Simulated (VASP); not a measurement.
## Au: single point with LDA

Crystal: Au.

```xyz
2
Lattice="1.3922 -2.5214 0.0000 1.3922 2.5214 0.0000 0.0000 0.0000 4.8270" Properties=species:S:1:pos:R:3 pbc="T T T"
Au    1.3922    0.8337    1.2068
Au    1.3922   -0.8337    3.6203
```

```json
{
 "Program": "VASP 6.6.1",
 "Task": "single point",
 "Functional": "LDA",
 "Potentials or basis": "VASP PAW LDA potentials, release 64 (Au)",
 "Cutoff": "520 eV",
 "k mesh": "11 × 11 × 6",
 "Occupations": "fermi-dirac, width 0.05 eV",
 "Spin": "no spin polarisation",
 "Dipole correction": "no",
 "Further INCAR settings": "ALGO = Normal; EDIFF = 1e-06; NBANDS = 18"
}
```

| Item | Value |
| --- | --- |
| Pressure | -3.0 GPa |
| Largest force | 0.029 eV/Å |
| Band gap on the k mesh | zero (band 11 reaches 13.16 eV, above the bottom of band 12 at 6.78 eV) |

Forces on the atoms (eV/Å):
```
Au   0.000 -0.029  0.000
Au   0.000  0.029  0.000
```

Stress tensor (GPa, compression positive):
```
 0.17  0.00  0.00
 0.00 -4.68  0.00
 0.00  0.00 -4.48
```

Levels at points of the mesh, in eV from the Fermi level:
```tsv
k point	band 8	band 9	band 10	band 11	band 12	band 13	band 14	band 15
(0.00, 0.00, 0.00)	-3.58	-3.39	-2.18	-2.09	-1.23	2.63	14.58	15.56
(0.00, 0.00, 0.50)	-4.32	-2.68	-2.68	-2.51	-2.51	10.50	10.50	14.91
```

It took 25 s on 1 thread of Intel(R) Xeon(R) Platinum 8488C (Sapphire Rapids), on a shared host, peak memory 0.19 GiB.

Caveat: spin-orbit coupling is left out, which moves the levels of the heavy elements.
